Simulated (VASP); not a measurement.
Runs of VASP 6.6.1 on O3F2. The structure is that of space group Pn-3m (No. 224), or close to it. The cells are those of the table. 

```tsv
cell	gap on the mesh (eV)	pressure (GPa)
a = 4.764 Å, 10 atoms	none	(a)
a = 4.731 Å, 10 atoms	none	(b)
a = 4.797 Å, 10 atoms	none	1.2
a = 4.829 Å, 10 atoms	none	-0.5
a = 4.861 Å, 10 atoms	none	-1.9
```

Alike in all rows: task single point; level PBE; potentials or basis VASP PAW PBE potentials, release 64 (F, O); no spin polarisation; k mesh 8 × 8 × 8; cutoff (eV) 520; smearing fermi-dirac 0.0612256 eV.

Problem. Fill in the values left out.

Solution. (a) 3.1; (b) 5.1.

Caveats: the cell stands under pressure (at least some runs).

A gap of «none» marks levels without a gap at the run's occupations.
